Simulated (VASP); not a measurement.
# CuSi16 (a cell with a defect) in VASP: further runs

CuSi16 (a cell with a defect) is run at these levels: PBEsol; tasks: single point.

Program: VASP 6.6.1. These are calculated values, not measurements. Logs are shortened: lines on timing, memory, paths and dates and some standing lists are left out, and cuts for length are marked.

### 1 The cell of the first run

The cell holds a defect, 17 atoms: a = 7.679 Å, b = 7.679 Å, c = 7.679 Å, α = 60.00°, β = 60.00°, γ = 60.00°.

### 2 Single point, PBEsol

The input, INCAR:

```
PREC     = Accurate       # precision mode
ENCUT    = 520            # plane-wave cutoff, eV
EDIFF    = 1E-7           # SCF threshold, eV
ISMEAR   = 0              # smearing method
SIGMA    = 0.02           # smearing width, eV
LREAL    = Auto         
LASPH    = T              # aspherical terms in the spheres
NELM     = 60             # most SCF steps
ALGO     = Normal         # electronic algorithm
ISIF     = 2              # what is computed and relaxed
LWAVE    = F              # write WAVECAR
LCHARG   = F              # write CHGCAR
GGA      = PS             # functional
NBANDS   = 52             # bands
NELECT   = 74.0
```

The input, KPOINTS:

```
Automatic mesh
0
Gamma
  2 2 2
```

The input, POSCAR:

```
CuSi16
1.0
    0.0000000000      5.4300000000      5.4300000000
    5.4300000000      0.0000000000      5.4300000000
    5.4300000000      5.4300000000      0.0000000000
Si Cu
16 1
Direct
   -0.0034513317     -0.0033794536      0.0157079201
    0.1195237443      0.1196019373      0.1416141360
   -0.0052850066     -0.0048080400      0.5152269080
    0.1188182809      0.1184377149      0.6409159427
   -0.0033554660      0.4914106647      0.0157535878
    0.1352326549      0.6241934675      0.1167821940
    0.0078264442      0.4936331827      0.5054308866
    0.1189479080      0.6221314519      0.6409697419
    0.4912111540     -0.0031091313      0.0155226847
    0.6244393302      0.1349264854      0.1166873020
    0.4937289037      0.0072235692      0.5054283720
    0.6219080673      0.1190056266      0.6406811342
    0.5143019525      0.5145592038     -0.0428190955
    0.6245716778      0.6244717264      0.1166368611
    0.4938524501      0.4942527057      0.5054767329
    0.6392597680      0.6384930441      0.5845130362
    0.3924117685      0.3907685448      0.3270240552
```

Potentials or basis: VASP PAW PBE potentials, release 64 (Si, Cu).

On the command line:

```bash
> cat potpaw_PBE.64/Si/POTCAR potpaw_PBE.64/Cu/POTCAR > POTCAR
> mpirun -np 1 vasp_std > vasp.out
```

OUTCAR:

```text
PREC = Accurate
   ENCUT = 520
   EDIFF = 1E-7
   ISMEAR = 0
   LREAL = Auto
   LASPH = T
   NELM = 60
   ISIF = 2
   GGA = PS
   NELECT = 74.0

 ion  position               nearest neighbor table
   1  0.997  0.997  0.016-   2 2.33  10 2.34   6 2.34   4 2.35
   2  0.120  0.120  0.142-   9 2.33   5 2.33   1 2.33   3 2.34
   3  0.995  0.995  0.515-  12 2.34   4 2.34   8 2.34   2 2.34
   4  0.119  0.118  0.641-   3 2.34   1 2.35  11 2.35   7 2.35
   5  0.997  0.491  0.016-   2 2.33  14 2.34   6 2.34   8 2.35
   6  0.135  0.624  0.117-   5 2.34   1 2.34  13 2.39   7 2.44  17 2.54
   7  0.008  0.494  0.505-  16 2.33   8 2.35   4 2.35  17 2.43   6 2.44
   8  0.119  0.622  0.641-   3 2.34   5 2.35  15 2.35   7 2.35
   9  0.491  0.997  0.016-   2 2.33  14 2.34  10 2.34  12 2.35
  10  0.624  0.135  0.117-   1 2.34   9 2.34  13 2.39  11 2.44  17 2.54
  11  0.494  0.007  0.505-  16 2.33   4 2.35  12 2.35  17 2.43  10 2.44
  12  0.622  0.119  0.641-   3 2.34   9 2.35  11 2.35  15 2.35  17 2.97
  13  0.514  0.515  0.957-  17 2.32  16 2.34   6 2.39  10 2.39  14 2.39
  14  0.625  0.624  0.117-   5 2.34   9 2.34  13 2.39  15 2.44  17 2.54
  15  0.494  0.494  0.505-  16 2.33   8 2.35  12 2.35  17 2.43  14 2.44
  16  0.639  0.638  0.585-   7 2.33  15 2.33  11 2.33  13 2.34
  17  0.392  0.391  0.327-  13 2.32  15 2.43  11 2.43   7 2.43  14 2.54  10 2.54   6 2.54  12 2.97

  LATTYP: Found a face centered cubic cell.
 ALAT       =    10.8600000000

  Lattice vectors:

 A1 = (   0.0000000000,   5.4300000000,   5.4300000000)
 A2 = (   5.4300000000,   0.0000000000,   5.4300000000)
 A3 = (   5.4300000000,   5.4300000000,   0.0000000000)

Analysis of symmetry for initial positions (statically):
=====================================================================
 Subroutine PRICEL returns:
 Original cell was already a primitive cell.

 Routine SETGRP: Setting up the symmetry group for a
 face centered cubic supercell.

 Subroutine GETGRP returns: Found  1 space group operations
 (whereof  1 operations were pure point group operations)
 out of a pool of 48 trial point group operations.

The static configuration has the point symmetry C_1 .

Analysis of symmetry for dynamics (positions and initial velocities):
=====================================================================
 Subroutine PRICEL returns:
 Original cell was already a primitive cell.
[... 124 lines left out ...]
   NSW    =      0    number of steps for IOM
   IBRION =     -1    ionic relax: 0-MD 1-quasi-New 2-CG
   NFREE  =      0    steps in history (QN), initial steepest desc. (CG)
   ISIF   =      2    stress and relaxation
   ISYM   =      2    0-nonsym 1-usesym 2-fastsym
   POTIM  = 0.5000    time-step for ionic-motion
   TEBEG  =    0.0;   TEEND  =   0.0 temperature during run
   PSTRESS=    0.0 pullay stress
   NELECT =      74.0000    total number of electrons
   NUPDOWN=      -1.0000    fix difference up-down
   EMIN   =  10.00;   EMAX   =-10.00  energy-range for DOS
   EFERMI =   0.00;   METHOD = LEGACY
   ISMEAR =     0;   SIGMA  =   0.02  broadening in eV -4-tet -1-fermi 0-gaus
   EFERMI_NEDOS =   21; number of points for ismear=-14 and -15
   IALGO  =     38    algorithm
   IMIX   =      4    mixing-type and parameters
     AMIX     =   0.40;   BMIX     =  1.00
     AMIX_MAG =   1.60;   BMIX_MAG =  1.00
  volume/ion in A,a.u.               =      18.84       127.11
  Fermi-wavevector in a.u.,A,eV,Ry     =   1.004636  1.898488 13.732283  1.009294
  Thomas-Fermi vector in A             =   2.137265
   LORBIT       =      0    0 simple, 1 ext, 2 COOP (PROOUT), +10 PAW based schemes
   GGA     = PS    functional components
   LHFCALC =     F    Hartree Fock is set to
   AEXX    =    0.0000 exact exchange contribution
   IVDW    =     0    specifies the selected vdW correction
   LEPSILON=     F    determine dielectric tensor
   LRPA    =     F    only Hartree local field effects (RPA)
 non-spin polarized calculation
 Gauss-broadening in eV      SIGMA  =   0.02
  energy-cutoff  :      520.00
  volume of cell :      320.21
 maximum number of plane-waves:      8646
 NGX is ok and might be reduce to    60
   NGX = 29   NGY = 29   NGZ = 29

 number of electron      74.0000001 magnetization

 Free energy of the ion-electron system (eV)
  ---------------------------------------------------
  ext. energy  EPLUGINS =         0.00000000
  ---------------------------------------------------
  free energy    TOTEN  =      -100.08022981 eV

  energy without entropy =     -100.08022981  energy(sigma->0) =     -100.08022981

 E-fermi :   6.2393     XC(G=0):  -9.7563

 val. band max:        6.1513507457   @ k =   0.0000   0.0000   0.0000
 cond. band min:       6.5394077214   @ k =   0.0000   0.0000   0.0000
 fundamental gap:      0.3880569757
 Fermi energy:         6.2393044960

 k-point     1 :       0.0000    0.0000    0.0000
  band No.  band energies     occupation
      1      -5.9700      2.00000
      2      -3.6167      2.00000
      3      -3.5491      2.00000
      4      -3.5269      2.00000
      5      -3.5232      2.00000
      6      -2.1098      2.00000
[... 405 lines left out ...]
     48      10.3709      0.00000
     49      10.3716      0.00000
 [bands above 49 left out]

------------------------ aborting loop because EDIFF is reached ----------------------------------------

  FORCE on cell =-STRESS in cart. coord.  units (eV):
  Direction    XX          YY          ZZ          XY          YZ          ZX
  --------------------------------------------------------------------------------------
  -------------------------------------------------------------------------------------
  Total       -5.8654092     -5.9019166     -5.8599025      0.2326719     -0.2184514     -0.3016446
  in kB      -29.3480611    -29.5307291    -29.3205078      1.1641930     -1.0930399     -1.5093038
  external PRESSURE =     -29.3997660 kB  Pullay stress =       0.0000000 kB

 VOLUME and BASIS-vectors are now :
 -----------------------------------------------------------------------------
  energy-cutoff  :      520.00
  volume of cell :      320.21
      direct lattice vectors                 reciprocal lattice vectors
     0.000000000  5.430000000  5.430000000    -0.092081031  0.092081031  0.092081031
     5.430000000  0.000000000  5.430000000     0.092081031 -0.092081031  0.092081031
     5.430000000  5.430000000  0.000000000     0.092081031  0.092081031 -0.092081031

 POSITION                                       TOTAL-FORCE (eV/Angst)
 -----------------------------------------------------------------------------------
      5.49694      5.49655     10.82291        -0.020117      0.000347      0.010541
      1.41840      1.41798      1.29845         0.012011      0.003625     -0.014765
      8.20157      8.19898     10.80519        -0.017710      0.002589      0.017063
      4.12329      4.12536      1.28830         0.019018     -0.001080     -0.012315
      2.75390      5.49732      8.08014        -0.009881     -0.000615      0.022493
      4.02350      1.36844      4.12368         0.017935      0.000024     -0.014693
[... 9 lines left out ...]
      6.64092      6.64509      6.93820         0.018078      0.004589     -0.016607
      3.89761      3.90654      4.25267         0.020712      0.011583     -0.021793
 -----------------------------------------------------------------------------------
    total drift:                               -0.001866     -0.004919      0.003907

  FREE ENERGIE OF THE ION-ELECTRON SYSTEM (eV)
  ---------------------------------------------------
  free  energy   TOTEN  =      -100.0802298092 eV

  energy  without entropy=     -100.0802298092  energy(sigma->0) =     -100.08022981
```

OSZICAR:

```text
N       E                     dE             d eps       ncg     rms          rms(c)
DAV:   1     0.322707400895E+03    0.32271E+03   -0.27581E+04   832   0.123E+03
[... 11 lines left out ...]
DAV:  13    -0.100082762299E+03   -0.29869E-02   -0.21973E-02  1336   0.183E+00    0.364E-01
DAV:  14    -0.100080647101E+03    0.21152E-02   -0.47590E-03  1312   0.161E+00    0.176E-01
DAV:  15    -0.100080316049E+03    0.33105E-03   -0.13731E-03  1312   0.602E-01    0.803E-02
DAV:  16    -0.100080264302E+03    0.51747E-04   -0.25715E-04  1344   0.198E-01    0.425E-02
DAV:  17    -0.100080239293E+03    0.25009E-04   -0.26062E-05  1348   0.134E-01    0.238E-02
DAV:  18    -0.100080228585E+03    0.10708E-04   -0.60060E-05  1360   0.204E-01    0.505E-03
DAV:  19    -0.100080229831E+03   -0.12459E-05   -0.20357E-05  1224   0.361E-02    0.494E-03
DAV:  20    -0.100080229809E+03    0.21579E-07   -0.35848E-07   968   0.261E-03
   1 F= -.10008023E+03 E0= -.10008023E+03  d E =-.565458E-11
```

stdout:

```text
POSCAR found type information on POSCAR SiCu
 POSCAR found :  2 types and      17 ions
 scaLAPACK will be used
 -----------------------------------------------------------------------------
|                                                                             |
|                                                                             |
|     You enforced a specific xc type in the INCAR file but a different       |
|     I HOPE YOU KNOW WHAT YOU ARE DOING!                                     |
|                                                                             |
 -----------------------------------------------------------------------------

 LDA part: xc-table for (Slater+PW92), standard interpolation
 POSCAR, INCAR and KPOINTS ok, starting setup
 FFT: planning ... GRIDC
 FFT: planning ... GRID_SOFT
 FFT: planning ... GRID
 WAVECAR not read
 entering main loop
 the old and the new charge density differ
 old charge density:    75.00000 new   74.00000
    0.237E+01
```

It took 3.3 min on 1 thread of Intel Xeon 6975P-C (Granite Rapids), shared host; peak memory 0.49 GiB.

Results:

| Item | Value |
| --- | --- |
| Free energy | -100.0802 eV |
| Largest force | 0.039 eV/Å |

Forces in eV/Å, atoms in the order of the input:
```
Si  -0.020  0.000  0.011
Si   0.012  0.004 -0.015
Si  -0.018  0.003  0.017
Si   0.019 -0.001 -0.012
Si  -0.010 -0.001  0.022
Si   0.018  0.000 -0.015
Si  -0.020 -0.006  0.015
Si   0.016 -0.003 -0.017
Si  -0.016  0.007  0.017
Si   0.011 -0.010 -0.015
Si  -0.027  0.002  0.009
Si   0.020  0.005 -0.020
Si  -0.028 -0.007  0.026
Si   0.018 -0.011 -0.012
Si  -0.014  0.002  0.027
Si   0.018  0.005 -0.017
Cu   0.021  0.012 -0.022
```

Caveat: the k points lie up to 0.50 Å⁻¹ apart; the cell carries a net charge on a neutralising background, which shifts energy and pressure; the cell is charged against a uniform background, so pressure and absolute levels hang on convention; the PAW data sets were made with another functional, which shifts forces and pressure a little.

(Continued in part 2 of 2.)
